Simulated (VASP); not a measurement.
WC, 2 atoms in the cell. It takes space group P-6m2 (No. 187, hexagonal). Conventional cell: a = 2.945 Å, b = 2.945 Å, c = 2.874 Å, α = 90.00°, β = 90.00°, γ = 120.00°. W (site symmetry -6m2) has 6 C at 2.23 Å and 8 W at 2.87 to 2.94 Å within 3.0 Å. Within 3.0 Å of C (site symmetry -6m2) lie 6 W at 2.23 Å and 8 C at 2.87 to 2.94 Å. 

```yaml
Program: VASP 6.6.1
Task: single point
Functional: b88 exchange, pbe correlation
Potentials_or_basis: VASP PAW PBE potentials, release 64 (W_sv, C)
Cutoff: 600 eV
k_mesh: 10 × 10 × 9
Occupations: fermi-dirac, width 0.05 eV
Spin: no spin polarisation
Dipole_correction: no
Further_INCAR_settings: ALGO = Normal; EDIFF = 1e-06; NBANDS = 16
```

Potentials or basis: VASP PAW PBE potentials, release 64 (W_sv, C).

Launch:

```bash
$ cat potpaw_PBE.64/W_sv/POTCAR potpaw_PBE.64/C/POTCAR > POTCAR
$ mpirun -np 1 vasp_std > vasp.out
```

Hardware: 1 thread of AMD EPYC 9R14 (Zen 4), with other jobs on the host.

**Question.** How long does it take, and how much memory?

**Answer.** It took 26 s on 1 thread of AMD EPYC 9R14 (Zen 4), with other jobs on the host, peak memory 0.13 GiB. Counts: scf iterations 13, k points 70.
